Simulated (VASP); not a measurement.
# Bi (Fd-3m) in VASP: a series of runs

Bi is run at these levels: PBE; tasks: single point, relaxation of cell and atoms.

All numbers are computed with VASP 6.6.1; they aren't measurements. Logs are shortened: lines on timing, memory, paths and dates and some standing lists are left out, and cuts for length are marked.

## Step 1: The cell of the first run

Symmetry: Fd-3m, No. 227, cubic system. Conventional cell: a = 6.495 Å, b = 6.495 Å, c = 6.495 Å, α = 90.00°, β = 90.00°, γ = 90.00°. Bi (site symmetry -43m) has 4 Bi at 2.81 Å within 3.7 Å.

This isn't the form of Bi at room conditions, which is rhombohedral.

## Step 2: Single point, PBE

INCAR reads:

```
ALGO = Normal ; EDIFF = 1E-6
ENCUT = 520 ; GGA = PE
ISIF = 2 ; ISMEAR = -1
LASPH = True ; LCHARG = False
LREAL = False ; LWAVE = False
NBANDS = 22 ; NELM = 100
PREC = Accurate ; SIGMA = 0.08
```

KPOINTS reads:

```
k-points
0
Gamma
  11 11 11
```

POSCAR reads:

```
Bi
1.0
    0.0000000000      3.2474133644      3.2474133644
    3.2474133644      0.0000000000      3.2474133644
    3.2474133644      3.2474133644      0.0000000000
Bi
2
Direct
   -0.1250000000     -0.1250000000     -0.1250000000
    0.1250000000      0.1250000000      0.1250000000
```

Potentials or basis: VASP PAW PBE potentials, release 64 (Bi_d).

On the command line:

```bash
> cat potpaw_PBE.64/Bi_d/POTCAR > POTCAR
> mpirun -np 1 vasp_std > vasp.out
```

OUTCAR:

```text
EDIFF = 1E-6
   ENCUT = 520
   GGA = PE
   ISIF = 2
   ISMEAR = -1
   LASPH = True
   LREAL = False
   NELM = 100
   PREC = Accurate

 ion  position               nearest neighbor table
   1  0.875  0.875  0.875-   2 2.81   2 2.81   2 2.81   2 2.81
   2  0.125  0.125  0.125-   1 2.81   1 2.81   1 2.81   1 2.81

  LATTYP: Found a face centered cubic cell.
 ALAT       =     6.4948267288

  Lattice vectors:

 A1 = (   0.0000000000,   3.2474133644,   3.2474133644)
 A2 = (   3.2474133644,   0.0000000000,   3.2474133644)
 A3 = (   3.2474133644,   3.2474133644,   0.0000000000)

Analysis of symmetry for initial positions (statically):
=====================================================================
 Subroutine PRICEL returns:
 Original cell was already a primitive cell.

 Routine SETGRP: Setting up the symmetry group for a
 face centered cubic supercell.

 Subroutine GETGRP returns: Found 48 space group operations
 (whereof 12 operations were pure point group operations)
 out of a pool of 48 trial point group operations.

The static configuration has the point symmetry D_3d.
 The point group associated with its full space group is O_h .

Analysis of symmetry for dynamics (positions and initial velocities):
=====================================================================
 Subroutine PRICEL returns:
 Original cell was already a primitive cell.

 Routine SETGRP: Setting up the symmetry group for a
 face centered cubic supercell.

 Subroutine GETGRP returns: Found 48 space group operations
 (whereof 12 operations were pure point group operations)
 out of a pool of 48 trial point group operations.

The dynamic configuration has the point symmetry D_3d.
 The point group associated with its full space group is O_h .

 Subroutine INISYM returns: Found 48 space group operations
 (whereof 12 operations are pure point group operations),
 and found     1 'primitive' translations

----------------------------------------------------------------------------------------

                                     Primitive cell

  volume of cell :      68.4925

  direct lattice vectors                    reciprocal lattice vectors
     0.000000000  3.247413364  3.247413364    -0.153968696  0.153968696  0.153968696
     3.247413364  0.000000000  3.247413364     0.153968696 -0.153968696  0.153968696
     3.247413364  3.247413364  0.000000000     0.153968696  0.153968696 -0.153968696

  length of vectors
     4.592536023  4.592536023  4.592536023     0.266681604  0.266681604  0.266681604

  position of ions in fractional coordinates (direct lattice)
     0.875000000  0.875000000  0.875000000
     0.125000000  0.125000000  0.125000000

  ion indices of the primitive-cell ions
   primitive index   ion index
                 1           1
                 2           2

----------------------------------------------------------------------------------------

 KPOINTS: k-points

Automatic generation of k-mesh.
 Grid dimensions read from file:
 generate k-points for:   11   11   11

 Generating k-lattice:

  Cartesian coordinates                     Fractional coordinates (reciprocal lattice)
    -0.013997154  0.013997154  0.013997154     0.090909091  0.000000000  0.000000000
     0.013997154 -0.013997154  0.013997154     0.000000000  0.090909091  0.000000000
     0.013997154  0.013997154 -0.013997154     0.000000000  0.000000000  0.090909091

  Length of vectors
     0.024243782  0.024243782  0.024243782

  Shift w.r.t. Gamma in fractional coordinates (k-lattice)
     0.000000000  0.000000000  0.000000000

 Subroutine IBZKPT returns following result:
 ===========================================

 Found     56 irreducible k-points:

 Following reciprocal coordinates:
            Coordinates               Weight
  0.000000  0.000000  0.000000      1.000000
  0.090909  0.000000  0.000000      8.000000
  0.181818  0.000000  0.000000      8.000000
  0.272727  0.000000  0.000000      8.000000
  0.363636  0.000000  0.000000      8.000000
  0.454545  0.000000  0.000000      8.000000
[... 16 lines left out ...]
 -0.272727  0.181818  0.000000     24.000000
 -0.181818  0.181818  0.000000     12.000000
 [... further k-points ...]
   k-points           NKPTS =     56   k-points in BZ     NKDIM =     56   number of bands    NBANDS=     22
   number of dos      NEDOS =    301   number of ions     NIONS =      2
   total plane-waves  NPLWV =  46656
   dimension x,y,z NGX =    36 NGY =   36 NGZ =   36
   dimension x,y,z NGXF=    72 NGYF=   72 NGZF=   72
   ions per type =               2
   NGX,Y,Z   is equivalent  to a cutoff of  13.03, 13.03, 13.03 a.u.
   NGXF,Y,Z  is equivalent  to a cutoff of  26.06, 26.06, 26.06 a.u.
 SYSTEM =  unknown system
   PREC   = accura    normal or accurate (medium, high low for compatibility)
   ISTART =      0    job   : 0-new  1-cont  2-samecut
   ICHARG =      2    charge: 1-file 2-atom 10-const
   ISPIN  =      1    spin polarized calculation?
   LNONCOLLINEAR =      F non collinear calculations
   LSORBIT =      F    spin-orbit coupling
   LASPH  =      T    aspherical Exc in radial PAW
   ENCUT  =  520.0 eV  38.22 Ry    6.18 a.u.   8.54  8.54  8.54*2*pi/ulx,y,z
   NELM   =    100;   NELMIN=  2; NELMDL= -5     # of ELM steps
   EDIFF  = 0.1E-05   stopping-criterion for ELM
   LREAL  =      F    real-space projection
[... 7 lines left out ...]
   TEBEG  =    0.0;   TEEND  =   0.0 temperature during run
   PSTRESS=    0.0 pullay stress
   NELECT =      30.0000    total number of electrons
   NUPDOWN=      -1.0000    fix difference up-down
   EMIN   =  10.00;   EMAX   =-10.00  energy-range for DOS
   EFERMI =   0.00;   METHOD = LEGACY
   ISMEAR =    -1;   SIGMA  =   0.08  broadening in eV -4-tet -1-fermi 0-gaus
   EFERMI_NEDOS =   21; number of points for ismear=-14 and -15
   IALGO  =     38    algorithm
   IMIX   =      4    mixing-type and parameters
     AMIX     =   0.40;   BMIX     =  1.00
     AMIX_MAG =   1.60;   BMIX_MAG =  1.00
  volume/ion in A,a.u.               =      34.25       231.10
  Fermi-wavevector in a.u.,A,eV,Ry     =   1.243276  2.349452 21.031017  1.545736
  Thomas-Fermi vector in A             =   2.377594
   LORBIT       =      0    0 simple, 1 ext, 2 COOP (PROOUT), +10 PAW based schemes
   GGA     = PE    functional components
   LHFCALC =     F    Hartree Fock is set to
   AEXX    =    0.0000 exact exchange contribution
   IVDW    =     0    specifies the selected vdW correction
   LEPSILON=     F    determine dielectric tensor
   LRPA    =     F    only Hartree local field effects (RPA)
 non-spin polarized calculation
  energy-cutoff  :      520.00
  volume of cell :       68.49
 maximum number of plane-waves:      1865
 NGX is ok and might be reduce to    36
   NGX = 17   NGY = 17   NGZ = 17

 number of electron      29.9999994 magnetization

 Free energy of the ion-electron system (eV)
  ---------------------------------------------------
  ext. energy  EPLUGINS =         0.00000000
  ---------------------------------------------------
  free energy    TOTEN  =        -6.03813507 eV

  energy without entropy =       -6.01914253  energy(sigma->0) =       -6.02863880

 E-fermi :   6.9608     XC(G=0):  -9.4393

 val. band max:        6.9571674830   @ k =   0.3636   0.2727   0.0909
 cond. band min:       7.1859259242   @ k =  -0.4545   0.3636   0.1818
 fundamental gap:      0.2287584412
 Fermi energy:         6.9607641487

 k-point     1 :       0.0000    0.0000    0.0000
  band No.  band energies     occupation
      1     -16.4561      2.00000
      2     -16.4561      2.00000
      3     -16.4561      2.00000
      4     -16.3536      2.00000
      5     -16.3536      2.00000
      6     -15.9019      2.00000
[... 14 lines left out ...]
     21      14.3282      0.00000
     22      14.3282      0.00000

 k-point     2 :       0.0909    0.0000    0.0000
  band No.  band energies     occupation
      1     -16.4646      2.00000
      2     -16.4646      2.00000
      3     -16.4535      2.00000
      4     -16.3416      2.00000
      5     -16.3416      2.00000
      6     -15.9235      2.00000
[... 14 lines left out ...]
     21      13.7099      0.00000
     22      14.0054      0.00000

 k-point     3 :       0.1818    0.0000    0.0000
  band No.  band energies     occupation
      1     -16.4807      2.00000
      2     -16.4807      2.00000
      3     -16.4463      2.00000
      4     -16.3164      2.00000
      5     -16.3164      2.00000
      6     -15.9496      2.00000
[... 14 lines left out ...]
     21      13.2994      0.00000
     22      13.7341      0.00000

 k-point     4 :       0.2727    0.0000    0.0000
  band No.  band energies     occupation
      1     -16.4946      2.00000
      2     -16.4946      2.00000
      3     -16.4366      2.00000
      4     -16.2917      2.00000
      5     -16.2917      2.00000
      6     -15.9705      2.00000
[... 14 lines left out ...]
     21      13.3259      0.00000
     22      14.5453      0.00000

 k-point     5 :       0.3636    0.0000    0.0000
  band No.  band energies     occupation
      1     -16.5035      2.00000
      2     -16.5035      2.00000
      3     -16.4272      2.00000
      4     -16.2744      2.00000
      5     -16.2744      2.00000
      6     -15.9835      2.00000
[... 417 lines left out ...]
 k-point    22 :      -0.3636    0.1818    0.0000
  band No.  band energies     occupation
      1     -16.5418      2.00000
      2     -16.5210      2.00000
      3     -16.3677      2.00000
      4     -16.2499      2.00000
      5     -16.2186      2.00000
      6     -16.0406      2.00000
[... 14 lines left out ...]
     21      14.1028      0.00000
     22      16.2423      0.00000

 k-point    23 :      -0.2727    0.1818    0.0000
  band No.  band energies     occupation
      1     -16.5287      2.00000
      2     -16.5177      2.00000
      3     -16.3849      2.00000
      4     -16.2740      2.00000
      5     -16.2292      2.00000
      6     -16.0366      2.00000
[... 14 lines left out ...]
     21      14.6898      0.00000
     22      15.5047      0.00000

 k-point    24 :      -0.1818    0.1818    0.0000
  band No.  band energies     occupation
      1     -16.5086      2.00000
      2     -16.5083      2.00000
      3     -16.4131      2.00000
      4     -16.2939      2.00000
      5     -16.2565      2.00000
      6     -16.0145      2.00000
[... 14 lines left out ...]
     21      13.5817      0.00000
     22      16.0310      0.00000

 [... further k-points ...]

------------------------ aborting loop because EDIFF is reached ----------------------------------------

  FORCE on cell =-STRESS in cart. coord.  units (eV):
  Direction    XX          YY          ZZ          XY          YZ          ZX
  --------------------------------------------------------------------------------------
  -------------------------------------------------------------------------------------
  Total        8.9368708      8.9368708      8.9368708     -0.0000000     -0.0000000      0.0000000
  in kB      209.0515281    209.0515281    209.0515281     -0.0000000     -0.0000000      0.0000000
  external PRESSURE =     209.0515281 kB  Pullay stress =       0.0000000 kB

 VOLUME and BASIS-vectors are now :
 -----------------------------------------------------------------------------
  energy-cutoff  :      520.00
  volume of cell :       68.49
      direct lattice vectors                 reciprocal lattice vectors
     0.000000000  3.247413364  3.247413364    -0.153968696  0.153968696  0.153968696
     3.247413364  0.000000000  3.247413364     0.153968696 -0.153968696  0.153968696
     3.247413364  3.247413364  0.000000000     0.153968696  0.153968696 -0.153968696

 POSITION                                       TOTAL-FORCE (eV/Angst)
 -----------------------------------------------------------------------------------
      5.68297      5.68297      5.68297        -0.000000     -0.000000     -0.000000
      0.81185      0.81185      0.81185         0.000000      0.000000      0.000000
 -----------------------------------------------------------------------------------
    total drift:                                0.000000      0.000000      0.000000

  FREE ENERGIE OF THE ION-ELECTRON SYSTEM (eV)
  ---------------------------------------------------
  free  energy   TOTEN  =        -6.0381350663 eV

  energy  without entropy=       -6.0191425257  energy(sigma->0) =       -6.02863880
```

It took 81 s on 1 thread of Intel Xeon 8259CL, shared host; peak memory 0.23 GiB.

Results:

| Item | Value |
| --- | --- |
| Free energy | -6.0381 eV |
| Pressure | 20.9 GPa |
| Band gap on the k mesh | zero (bands 15 and 16 overlap by 1.27 eV) |

Caveat: the cell stands under pressure; spin-orbit coupling is left out, which moves the levels of the heavy elements.

[end of part 1 of 2]
